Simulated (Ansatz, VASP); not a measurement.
# V: VASP beside Ansatz

The input INCAR:

```
SYSTEM = V
  PREC = Accurate
  ENCUT = 520
  EDIFF = 1E-7
  ISMEAR = -1
  SIGMA = 0.1
  LREAL = .FALSE.
  LASPH = .TRUE.
  NELM = 100
  ALGO = Normal
  ISIF = 2
  LWAVE = .FALSE.
  LCHARG = .TRUE.
  GGA = RE
  LELF = .TRUE.
  LVHAR = .TRUE.
  NBANDS = 12
```

File KPOINTS:

```
Automatic mesh
0
G
  14 14 14
  0 0 0
```

Contents of POSCAR:

```
V
1.0
    2.4301342389      0.0000000000      0.0000000000
    0.0000000000      2.4301342389      0.0000000000
    0.0000000000      0.0000000000      2.4301342389
V
1
Direct
    0.0000000000      0.0000000000      0.0000000000
```

Input for Ansatz:

```yaml
crystal:
  lattice:
    - [2.4301342389, 0.0, 0.0]
    - [0.0, 2.4301342389, 0.0]
    - [0.0, 0.0, 2.4301342389]
  atoms:
    - { symbol: V, position: [0.0, 0.0, 0.0] }
hamiltonian:
  xc: revpbe
  pseudopotentials:
    kind: paw
    azcp:
      V: "pseudopotentials/V.paw.azcp"
basis:
  ecutwfc: 420
  fft_grid_basis: typed
kpoints:
  mp_grid: { grid: [14, 14, 14], shift: [0, 0, 0] }
magnetization:
  spin_polarized: false
scf:
  occupations: { method: fermi_dirac, width: 0.1 }
  lower_state_search: "off"
output:
  stress: true
```

Alike in both runs: task single point; functional revPBE; k mesh 14 × 14 × 14; occupations fermi-dirac, width 0.1 eV; no spin polarisation.

|  | VASP | Ansatz |
| --- | --- | --- |
| version | VASP 6.6.1 | Ansatz 0.2.0 |
| potentials or method | VASP PAW PBE potentials, release 64 (V_sv), cutoff 520 eV | plane waves (420 eV) with PAW, scalar-relativistic |
| valence electrons in the cell | 13 | 13 |

```tsv
	VASP	Ansatz	Ansatz less VASP
pressure (GPa)	6.6	6.2	-0.38
```

VASP's potentials were made for PBE, not for revPBE. The functional is the same, so the differences come from potentials, cutoffs and numerics.
